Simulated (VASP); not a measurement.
Write the native input for VASP 6.6.1 that does the following.

| Item | Value |
| --- | --- |
| Task | single point |
| Functional | PBE |
| Dispersion | D4 |
| Potentials or basis | VASP PAW PBE potentials, release 64 (Zn, Se) |
| Cutoff | 520 eV |
| k mesh | 6 × 6 × 6, shifted |
| Occupations | fermi-dirac, width 0.01 eV |
| Spin | no spin polarisation |
| Dipole correction | no |
| Further INCAR settings | ALGO = Normal; EDIFF = 1e-06; NBANDS = 16; ISYM = 0 |

The structure of ZnSe (Stilleite) lies in POSCAR:

```
ZnSe
1.0
    3.9995997431     -0.0020651910     -0.0014603106
    1.9980113637      3.4647875780     -0.0014603106
    1.9980113637      1.1535523987      3.2671198259
Zn Se
1 1
Direct
   -0.0000657918     -0.0000657918     -0.0000657918
    0.2500657918      0.2500657918      0.2500657918
```

The input as run:

INCAR

```
SYSTEM = ZnSe
PREC = Accurate
ENCUT = 520
EDIFF = 1E-6
ISMEAR = -1
SIGMA = 0.01
LREAL = .FALSE.
LASPH = .TRUE.
NELM = 80
ALGO = Normal
ISIF = 2
LWAVE = .FALSE.
LCHARG = .TRUE.
GGA = PE
IVDW = 13
LELF = .TRUE.
LVHAR = .TRUE.
NBANDS = 16
ISYM = 0
```

KPOINTS

```
Automatic mesh
0
Gamma
  6 6 6
  0.5 0.5 0.5
```

Potentials or basis: VASP PAW PBE potentials, release 64 (Zn, Se).

Command:

```bash
$ cat potpaw_PBE.64/Zn/POTCAR potpaw_PBE.64/Se/POTCAR > POTCAR
$ mpirun -np 1 vasp_std > vasp.out
```

It gave:

```json
{
 "Pressure": "0.3 GPa",
 "Band gap on the k mesh": "1.99 eV, direct",
 "Dispersion energy per atom": "-0.318 eV"
}
```

It took 41 s on 1 thread of AMD EPYC 9R45 96-Core Processor (Zen 5), on a shared host, peak memory 0.19 GiB.
